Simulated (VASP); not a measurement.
The system is AlGa3N2.

```
CELL_PARAMETERS angstrom
2.31804 1.33832 5.11422
-2.31804 1.33832 5.11422
0.00000 -2.67664 5.11422
ATOMIC_POSITIONS crystal
Al 0.50000 0.50000 0.50000
Ga 0.74108 0.74108 0.74108
Ga 0.25892 0.25892 0.25892
Ga 0.00000 0.00000 0.00000
N 0.87163 0.87163 0.87163
N 0.12837 0.12837 0.12837
```

The cell was built from a structure type or drawn by symmetry, and may not be a known phase.

* Program: VASP 6.6.1
* Task: relaxation of cell and atoms
* Functional: PBE
* Potentials or basis: VASP PAW PBE potentials, release 64 (Al, Ga_d, N)
* Cutoff: 600 eV
* k mesh: 6 × 6 × 6
* Occupations: gaussian, width 0.1 eV
* Spin: no spin polarisation

At the start: pressure -4.4 GPa; volume 15.87 Å³/atom.

**Question.** Where does the relaxation end?

**Answer.** Over 13 steps the energy falls by 70.5 meV/atom and the volume is 16.10 Å³/atom (+1.5 %); space group R-3m (No. 166, to 0.1 Å) before and after.

Step by step:
| step | energy change (eV) | largest force (eV/Å) | pressure (GPa) | volume (Å³) |
| --- | --- | --- | --- | --- |
| 1 | 0.0000 | 1.4995 | -4.39 | 95.19 |
| 2 | -0.2416 | 0.6430 | 1.19 | 89.33 |
| 3 | -0.2440 | 0.4631 | 1.90 | 88.74 |
| 4 | -0.2812 | 0.4276 | 1.44 | 90.25 |
| 5 | -0.2880 | 0.5895 | 1.13 | 91.53 |
| 6 | -0.3168 | 0.5989 | -0.10 | 93.26 |
| 7 | -0.3274 | 0.5759 | -3.30 | 98.46 |
| 8 | -0.3376 | 0.5879 | -2.03 | 96.19 |
| 9 | -0.3709 | 0.4673 | -1.65 | 96.29 |
| 10 | -0.4218 | 0.0813 | -0.32 | 96.58 |
| 11 | -0.4223 | 0.0889 | -0.13 | 96.61 |
| 12 | -0.4223 | 0.0869 | -0.01 | 96.60 |
| 13 | -0.4229 | 0.0091 | -0.11 | 96.59 |

Final structure:
```xyz
6
Lattice="2.3074 1.3322 5.2375 -2.3074 1.3322 5.2375 0.0000 -2.6643 5.2375" Properties=species:S:1:pos:R:3 pbc="T T T"
Al    0.0000    0.0000    7.8562
Ga    0.0000    0.0000   11.8646
Ga    0.0000    0.0000    3.8478
Ga    0.0000    0.0000    0.0000
N     0.0000    0.0000   13.9011
N     0.0000    0.0000    1.8112
```
